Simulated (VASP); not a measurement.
A run of VASP 6.6.1 is set up as follows.

The input POSCAR:

```
PbS
1.0
    2.0799526950     -5.9912968650      0.0000000000
    2.0799526950      5.9912968650      0.0000000000
    0.0000000000      0.0000000000      4.2793209400
Pb S
2 2
Direct
    0.1305633500      0.8694366500      0.2500000000
    0.8694366500      0.1305633500      0.7500000000
    0.3547970900      0.6452029100      0.2500000000
    0.6452029100      0.3547970900      0.7500000000
```

File INCAR.step1:

```
SYSTEM = PbS
PREC = Accurate
ENCUT = 520
ISMEAR = -1
SIGMA = 0.05
LREAL = .False.
LASPH = .True.
NELM = 150
MAGMOM = 0 0 0 0 0 0 0 0 0 0 0 0
LSORBIT = .True.
GGA_COMPAT = .False.
NBANDS = 54
GGA = PE
ALGO = Normal
EDIFF = 1E-4
LWAVE = .True.
LCHARG = .False.
```

The input INCAR.step2:

```
SYSTEM = PbS
PREC = Accurate
ENCUT = 520
EDIFF = 1E-6
ISMEAR = -1
SIGMA = 0.05
LREAL = .False.
LASPH = .True.
NELM = 150
ALGO = Normal
ISIF = 2
LWAVE = .False.
LCHARG = .False.
MAGMOM = 0 0 0 0 0 0 0 0 0 0 0 0
LORBIT = 11
LSORBIT = .True.
GGA_COMPAT = .False.
LORBMOM = .True.
METAGGA = R2SCAN
LMIXTAU = .True.
NBANDS = 54
ISTART = 1
```

File KPOINTS:

```
Automatic mesh
0
Gamma
  5 5 5
  0 0 0
```

Potentials or basis: VASP PAW PBE potentials, release 64 (Pb_d, S).

The run is started by

```bash
$ cat potpaw_PBE.64/Pb_d/POTCAR potpaw_PBE.64/S/POTCAR > POTCAR
$ cp INCAR.step1 INCAR
$ mpirun -np 1 vasp_ncl > vasp.out
$ cp INCAR.step2 INCAR
$ mpirun -np 1 vasp_ncl > vasp.out
```

(1) Predict the net moment.

(2) Predict the largest force.

## Answers

(1) 0.00 μB per cell.

(2) 0.082 eV/Å.

Caveat: the PAW data sets were made with another functional, which shifts forces and pressure a little.
